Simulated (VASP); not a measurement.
The system is BeB2.

```xyz
3
Lattice="2.8200 0.0000 0.0000 -1.4100 2.4422 0.0000 0.0000 0.0000 3.1020" Properties=species:S:1:pos:R:3 pbc="T T T"
Be    0.0000    0.0000    0.0000
B     0.0000    1.6281    1.5510
B     1.4100    0.8141    1.5510
```

| Property | Result |
| --- | --- |
| Program | VASP 6.6.1 |
| Task | relaxation of cell and atoms |
| Functional | PBEsol |
| Potentials or basis | VASP PAW PBE potentials, release 64 (Be, B) |
| Cutoff | 600 eV |
| k mesh | 18 × 18 × 14 |
| Occupations | fermi-dirac, width 0.1 eV |
| Spin | no spin polarisation |

At the start: pressure 9.3 GPa; volume 7.12 Å³/atom.

Q: Where does the relaxation end?

A: Over 9 steps the energy falls by 76.2 meV/atom and the volume is 7.04 Å³/atom (-1.1 %); space group P6/mmm (No. 191, to 0.1 Å) before and after.

The path:
```tsv
step	energy change (eV)	largest force (eV/Å)	pressure (GPa)	volume (Å³)
1	0.0000	0.0000	9.32	21.36
2	-0.1775	0.0000	-10.79	22.60
3	-0.1856	0.0000	-7.49	22.37
4	-0.2250	0.0000	-2.10	21.46
5	-0.2285	0.0000	0.01	21.15
6	-0.2285	0.0000	0.22	21.12
7	-0.2285	0.0000	0.39	21.09
8	-0.2286	0.0000	-0.21	21.15
9	-0.2286	0.0000	0.00	21.13
```

Final structure:
```
CELL_PARAMETERS angstrom
2.92347 0.00000 0.00000
-1.46173 2.53180 0.00000
0.00000 0.00000 2.85430
ATOMIC_POSITIONS crystal
Be 0.00000 0.00000 0.00000
B 0.33333 0.66667 0.50000
B 0.66667 0.33333 0.50000
```

Caveat: the PAW data sets were made with another functional, which shifts forces and pressure a little.
